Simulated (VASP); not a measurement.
# Al: single point with PBE

Crystal: Al.

```
CELL_PARAMETERS angstrom
0.00000 2.07742 2.07742
2.07742 0.00000 2.07742
2.07742 2.07742 0.00000
ATOMIC_POSITIONS crystal
Al 0.00000 0.00000 0.00000
```

```
Program                : VASP 6.6.1
Task                   : single point
Functional             : PBE
Potentials or basis    : VASP PAW PBE potentials, release 64 (Al)
Cutoff                 : 520 eV
k mesh                 : 12 × 12 × 12
Occupations            : fermi-dirac, width 0.15 eV
Spin                   : no spin polarisation
Dipole correction      : no
Further INCAR settings : ALGO = Normal; EDIFF = 1e-06; NBANDS = 8
```

```
Pressure : -5.3 GPa
```

Levels at points of the mesh, in eV from the Fermi level:
| k point | band 1 | band 2 | band 3 | band 4 | band 5 | band 6 |
| --- | --- | --- | --- | --- | --- | --- |
| (0.00, 0.00, 0.00) | -10.50 | 12.24 | 12.24 | 12.24 | 13.13 | 13.13 |
| (0.50, 0.00, 0.00) | -4.20 | -4.19 | 10.63 | 10.63 | 11.16 | 11.16 |
| (0.50, 0.50, 0.00) | -2.65 | -1.52 | 5.30 | 5.30 | 5.31 | 8.41 |

It took 10 s on 1 thread of Intel Xeon 8259CL (shared host), peak memory 0.13 GiB.
